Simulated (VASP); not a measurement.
# BeTe (I-4m2) in VASP: single point with HSE06

Aim: the single point of BeTe with HSE06.

Program: VASP 6.6.1. These are calculated values, not measurements. Logs are shortened: lines on timing, memory, paths and dates and some standing lists are left out, and cuts for length are marked.

### 1 The cell of the first run

The structure is tetragonal, space group I-4m2 (No. 119). Conventional cell: a = 4.120 Å, b = 4.120 Å, c = 5.657 Å, α = 90.00°, β = 90.00°, γ = 90.00°. Be (site symmetry -4m2) has 4 Te at 2.50 Å within 3.3 Å. Te (site symmetry -4m2) has 4 Be at 2.50 Å within 3.3 Å.

### 2 Single point, HSE06 (biaxial xy strain +3.0%)

File POSCAR:

```
BeTe
1.0
    0.0000000000      2.9134815623      2.8286228760
    2.9134815623      0.0000000000      2.8286228760
    2.9134815623      2.9134815623      0.0000000000
Be Te
1 1
Direct
    0.0000000000      0.0000000000      0.0000000000
    0.2500000000      0.2500000000      0.2500000000
```

File INCAR.step1:

```
SYSTEM = BeTe
PREC = Accurate
ENCUT = 520
EDIFF = 1E-5
ISMEAR = 0
SIGMA = 0.01
LREAL = .FALSE.
LASPH = .TRUE.
NELM = 80
ALGO = Normal
ISIF = 2
LWAVE = .TRUE.
NBANDS = 11
GGA = PE
```

File INCAR.step2:

```
SYSTEM = BeTe
PREC = Accurate
ENCUT = 520
EDIFF = 1E-6
ISMEAR = 0
SIGMA = 0.01
LREAL = .FALSE.
LASPH = .TRUE.
NELM = 80
ALGO = Normal
ISIF = 2
LWAVE = .FALSE.
LCHARG = .TRUE.
GGA = PE
LHFCALC = .TRUE.
HFSCREEN = 0.2079
PRECFOCK = Normal
LELF = .TRUE.
LVHAR = .TRUE.
NBANDS = 11
ISTART = 1
```

File KPOINTS:

```
regular mesh
0
G
  6 6 6
  0 0 0
```

Potentials or basis: VASP PAW PBE potentials, release 64 (Be, Te).

Command:

```sh
> cat potpaw_PBE.64/Be/POTCAR potpaw_PBE.64/Te/POTCAR > POTCAR
> cp INCAR.step1 INCAR
> mpirun -np 1 vasp_std > vasp.out
> cp INCAR.step2 INCAR
> mpirun -np 1 vasp_std > vasp.out
```

OUTCAR:

```text
SYSTEM = BeTe
   PREC = Accurate
   ENCUT = 520
   EDIFF = 1E-6
   ISMEAR = 0
   LREAL = .FALSE.
   LASPH = .TRUE.
   NELM = 80
   ISIF = 2
   GGA = PE
   LHFCALC = .TRUE.
   HFSCREEN = 0.2079
   PRECFOCK = Normal
   ISTART = 1

 ion  position               nearest neighbor table
   1  0.000  0.000  0.000-   2 2.50   2 2.50   2 2.50   2 2.50
   2  0.250  0.250  0.250-   1 2.50   1 2.50   1 2.50   1 2.50

  LATTYP: Found a body centered tetragonal cell.
 ALAT       =     4.1202851391
 C/A-ratio  =     1.3730228761

  Lattice vectors:

 A1 = (   0.0000000000,  -2.9134815623,  -2.8286228760)
 A2 = (   0.0000000000,   2.9134815623,  -2.8286228760)
 A3 = (   2.9134815623,   0.0000000000,   2.8286228760)

Analysis of symmetry for initial positions (statically):
=====================================================================
 Subroutine PRICEL returns:
 Original cell was already a primitive cell.

 Routine SETGRP: Setting up the symmetry group for a
 body centered tetragonal supercell.

 Subroutine GETGRP returns: Found  8 space group operations
 (whereof  8 operations were pure point group operations)
 out of a pool of 16 trial point group operations.

The static configuration has the point symmetry D_2d.

Analysis of symmetry for dynamics (positions and initial velocities):
=====================================================================
 Subroutine PRICEL returns:
 Original cell was already a primitive cell.

 Routine SETGRP: Setting up the symmetry group for a
 body centered tetragonal supercell.

 Subroutine GETGRP returns: Found  8 space group operations
 (whereof  8 operations were pure point group operations)
 out of a pool of 16 trial point group operations.

The dynamic configuration has the point symmetry D_2d.

 Subroutine INISYM returns: Found  8 space group operations
 (whereof  8 operations are pure point group operations),
 and found     1 'primitive' translations

----------------------------------------------------------------------------------------

                                     Primitive cell

  volume of cell :      48.0208

  direct lattice vectors                    reciprocal lattice vectors
     0.000000000  2.913481562  2.828622876    -0.171615982  0.171615982  0.176764462
     2.913481562  0.000000000  2.828622876     0.171615982 -0.171615982  0.176764462
     2.913481562  2.913481562  0.000000000     0.171615982  0.171615982 -0.176764462

  length of vectors
     4.060724343  4.060724343  4.120285139     0.300249506  0.300249506  0.300249506

  position of ions in fractional coordinates (direct lattice)
     0.000000000  0.000000000  0.000000000
     0.250000000  0.250000000  0.250000000

  ion indices of the primitive-cell ions
   primitive index   ion index
                 1           1
                 2           2

----------------------------------------------------------------------------------------

 KPOINTS: regular mesh

Automatic generation of k-mesh.
 Grid dimensions read from file:
 generate k-points for:    6    6    6

 Generating k-lattice:

  Cartesian coordinates                     Fractional coordinates (reciprocal lattice)
    -0.028602664  0.028602664  0.029460744     0.166666667  0.000000000  0.000000000
     0.028602664 -0.028602664  0.029460744     0.000000000  0.166666667  0.000000000
     0.028602664  0.028602664 -0.029460744     0.000000000  0.000000000  0.166666667

  Length of vectors
     0.050041584  0.050041584  0.050041584

  Shift w.r.t. Gamma in fractional coordinates (k-lattice)
     0.000000000  0.000000000  0.000000000

 Subroutine IBZKPT returns following result:
 ===========================================

 Found     30 irreducible k-points:

 Following reciprocal coordinates:
            Coordinates               Weight
  0.000000  0.000000  0.000000      1.000000
  0.166667 -0.000000  0.000000      8.000000
  0.333333 -0.000000  0.000000      8.000000
  0.500000  0.000000  0.000000      4.000000
  0.166667  0.166667  0.000000      2.000000
  0.333333  0.166667  0.000000      8.000000
[... 16 lines left out ...]
  0.333333  0.000000  0.333333      4.000000
  0.500000  0.000000  0.333333     16.000000
 [... further k-points ...]
   k-points           NKPTS =     30   k-points in BZ     NKDIM =    216   number of bands    NBANDS=     11
   number of dos      NEDOS =    301   number of ions     NIONS =      2
   total plane-waves  NPLWV =  28800
   dimension x,y,z NGX =    30 NGY =   30 NGZ =   32
   dimension x,y,z NGXF=    60 NGYF=   60 NGZF=   64
   ions per type =               1   1
   NGX,Y,Z   is equivalent  to a cutoff of  12.28, 12.28, 12.91 a.u.
   NGXF,Y,Z  is equivalent  to a cutoff of  24.56, 24.56, 25.82 a.u.
 SYSTEM =  BeTe
   PREC   = accura    normal or accurate (medium, high low for compatibility)
   ISTART =      1    job   : 0-new  1-cont  2-samecut
   ICHARG =      0    charge: 1-file 2-atom 10-const
   ISPIN  =      1    spin polarized calculation?
   LNONCOLLINEAR =      F non collinear calculations
   LSORBIT =      F    spin-orbit coupling
   LASPH  =      T    aspherical Exc in radial PAW
   ENCUT  =  520.0 eV  38.22 Ry    6.18 a.u.   7.55  7.55  7.66*2*pi/ulx,y,z
   NELM   =     80;   NELMIN=  2; NELMDL=  0     # of ELM steps
   EDIFF  = 0.1E-05   stopping-criterion for ELM
   LREAL  =      F    real-space projection
   EDIFFG = 0.1E-04   stopping-criterion for IOM
   NSW    =      0    number of steps for IOM
   IBRION =     -1    ionic relax: 0-MD 1-quasi-New 2-CG
   NFREE  =      0    steps in history (QN), initial steepest desc. (CG)
   ISIF   =      2    stress and relaxation
   ISYM   =      3    0-nonsym 1-usesym 2-fastsym
   POTIM  = 0.5000    time-step for ionic-motion
   TEBEG  =    0.0;   TEEND  =   0.0 temperature during run
   PSTRESS=    0.0 pullay stress
   NELECT =       8.0000    total number of electrons
   NUPDOWN=      -1.0000    fix difference up-down
   EMIN   =  10.00;   EMAX   =-10.00  energy-range for DOS
   EFERMI =   0.00;   METHOD = LEGACY
   ISMEAR =     0;   SIGMA  =   0.01  broadening in eV -4-tet -1-fermi 0-gaus
   EFERMI_NEDOS =   21; number of points for ismear=-14 and -15
   IALGO  =     38    algorithm
   IMIX   =      1    mixing-type and parameters
     AMIX     =   0.40;   BMIX     =  1.00
     AMIX_MAG =   1.60;   BMIX_MAG =  1.00
  volume/ion in A,a.u.               =      24.01       162.03
  Fermi-wavevector in a.u.,A,eV,Ry     =   0.900800  1.702265 11.040316  0.811440
  Thomas-Fermi vector in A             =   2.023802
   LORBIT       =      0    0 simple, 1 ext, 2 COOP (PROOUT), +10 PAW based schemes
   GGA     = PE    functional components
   LHFCALC =     T    Hartree Fock is set to
   PRECFOCK=normal    Normal, Fast or Accurate (Low or Medium for compatibility)
   ENCUT4O =  -1.0   cutoff for four orbital integrals eV
   NKREDX  =     1    reduce k-point grid by
   NKREDY  =     1    reduce k-point grid by
   NKREDZ  =     1    reduce k-point grid by
   AEXX    =    0.2500 exact exchange contribution
   HFSCREEN=    0.2079 screening length (either q_TF or 0.3 A-1)
   HFSCREENC=   0.2079 screening length for correlation (either q_TF or 0.3 A-1)
   ENCUTFOCK=  -1.0 apply spherical cutoff to Coloumb kernel
   IVDW    =     0    specifies the selected vdW correction
   LEPSILON=     F    determine dielectric tensor
   LRPA    =     F    only Hartree local field effects (RPA)
 non-spin polarized calculation
 Gauss-broadening in eV      SIGMA  =   0.01
  energy-cutoff  :      520.00
  volume of cell :       48.02
 maximum number of plane-waves:      1315
  NGX = 24; NGY = 24; NGZ = 24

 number of electron       8.0000000 magnetization

 Free energy of the ion-electron system (eV)
  ---------------------------------------------------
  ext. energy  EPLUGINS =         0.00000000
  ---------------------------------------------------
  free energy    TOTEN  =        -8.70225885 eV

  energy without entropy =       -8.70225885  energy(sigma->0) =       -8.70225885

 E-fermi :   3.9949     XC(G=0):  -7.3398

 val. band max:        3.9311513264   @ k =   0.0000   0.0000   0.0000
 cond. band min:       6.5295381611   @ k =   0.5000   0.5000   0.0000
 fundamental gap:      2.5983868347
 Fermi energy:         3.9948528567

 k-point     1 :       0.0000    0.0000    0.0000
  band No.  band energies     occupation
      1      -9.1214      2.00000
      2       3.7832      2.00000
      3       3.7832      2.00000
      4       3.9312      2.00000
      5       7.8902      0.00000
      6       8.3271      0.00000
      7       8.3838      0.00000
      8       8.3838      0.00000
      9      13.0583      0.00000
     10      14.6750      0.00000
     11      15.2118      0.00000

 k-point     2 :       0.1667   -0.0000    0.0000
  band No.  band energies     occupation
      1      -8.8618      2.00000
      2       1.8426      2.00000
      3       3.4099      2.00000
      4       3.5551      2.00000
      5       7.9217      0.00000
      6       8.8774      0.00000
      7       8.8931      0.00000
      8      10.1309      0.00000
      9      13.6904      0.00000
     10      13.6912      0.00000
     11      14.0220      0.00000

 k-point     3 :       0.3333   -0.0000    0.0000
  band No.  band energies     occupation
      1      -8.2201      2.00000
      2      -0.6782      2.00000
      3       2.8447      2.00000
      4       3.0573      2.00000
      5       7.5800      0.00000
      6       9.2877      0.00000
      7       9.4296      0.00000
      8      12.4976      0.00000
      9      13.8659      0.00000
     10      14.3877      0.00000
     11      14.4234      0.00000
[... 267 lines left out ...]
 k-point    23 :       0.3333    0.0000    0.3333
  band No.  band energies     occupation
      1      -7.9294      2.00000
      2      -0.3348      2.00000
      3       1.7209      2.00000
      4       1.7803      2.00000
      5       6.9930      0.00000
      6       8.1762      0.00000
      7      12.2514      0.00000
      8      12.7323      0.00000
      9      14.2967      0.00000
     10      16.5581      0.00000
     11      16.8404      0.00000

 k-point    24 :       0.5000    0.0000    0.3333
  band No.  band energies     occupation
      1      -7.4824      2.00000
      2      -1.1043      2.00000
      3       0.7484      2.00000
      4       1.6031      2.00000
      5       7.2718      0.00000
      6       8.7829      0.00000
      7      12.4289      0.00000
      8      12.9784      0.00000
      9      15.3761      0.00000
     10      16.8165      0.00000
     11      17.0350      0.00000

 [... further k-points ...]

------------------------ aborting loop because EDIFF is reached ----------------------------------------

  FORCE on cell =-STRESS in cart. coord.  units (eV):
  Direction    XX          YY          ZZ          XY          YZ          ZX
  --------------------------------------------------------------------------------------
  -------------------------------------------------------------------------------------
  Total       -1.3632188     -1.3632188     -0.8431104      0.0000000      0.0000000      0.0000000
  in kB      -45.4827331    -45.4827331    -28.1297233      0.0000000      0.0000000      0.0000000
  external PRESSURE =     -39.6983965 kB  Pullay stress =       0.0000000 kB

 VOLUME and BASIS-vectors are now :
 -----------------------------------------------------------------------------
  energy-cutoff  :      520.00
  volume of cell :       48.02
      direct lattice vectors                 reciprocal lattice vectors
     0.000000000  2.913481562  2.828622876    -0.171615982  0.171615982  0.176764462
     2.913481562  0.000000000  2.828622876     0.171615982 -0.171615982  0.176764462
     2.913481562  2.913481562  0.000000000     0.171615982  0.171615982 -0.176764462

 POSITION                                       TOTAL-FORCE (eV/Angst)
 -----------------------------------------------------------------------------------
      0.00000      0.00000      0.00000         0.000000      0.000000      0.000000
      1.45674      1.45674      1.41431        -0.000000     -0.000000     -0.000000
 -----------------------------------------------------------------------------------
    total drift:                                0.000000      0.000000      0.000000

  FREE ENERGIE OF THE ION-ELECTRON SYSTEM (eV)
  ---------------------------------------------------
  free  energy   TOTEN  =        -8.7022588535 eV

  energy  without entropy=       -8.7022588535  energy(sigma->0) =       -8.70225885
```

Wall time 31 min (1 thread of AMD EPYC 7R13 (Zen 3), shared host); peak memory 0.28 GiB.

Results:

```yaml
Free_energy: -8.7023 eV
Pressure: -4.0 GPa
Band_gap_on_the_k_mesh: 2.60 eV (least direct gap 3.96 eV)
```

Stress tensor (GPa, compression positive):
```
-4.55  0.00  0.00
 0.00 -4.55  0.00
 0.00  0.00 -2.81
```

Levels at points of the mesh, in eV from the valence-band top:
| k point | band 2 | band 3 | band 4 | band 5 | band 6 | band 7 |
| --- | --- | --- | --- | --- | --- | --- |
| (0.00, 0.00, 0.00) | -0.15 | -0.15 | 0.00 | 3.96 | 4.40 | 4.45 |
| (0.50, 0.00, 0.00) | -5.71 | -1.32 | -1.08 | 3.51 | 5.31 | 5.52 |
| (0.50, 0.50, 0.00) | -5.24 | -2.83 | -2.83 | 2.60 | 3.21 | 10.52 |
| (0.50, 0.00, 0.50) | -5.40 | -2.65 | -2.59 | 2.78 | 3.46 | 10.39 |

Caveat: the cell differs from its parent crystal (biaxial xy strain +3.0%); the cell stands under tension; the PAW data sets were made with another functional, which shifts forces and pressure a little; spin-orbit coupling is left out, which moves the levels of the heavy elements. A k mesh can miss the band edges.
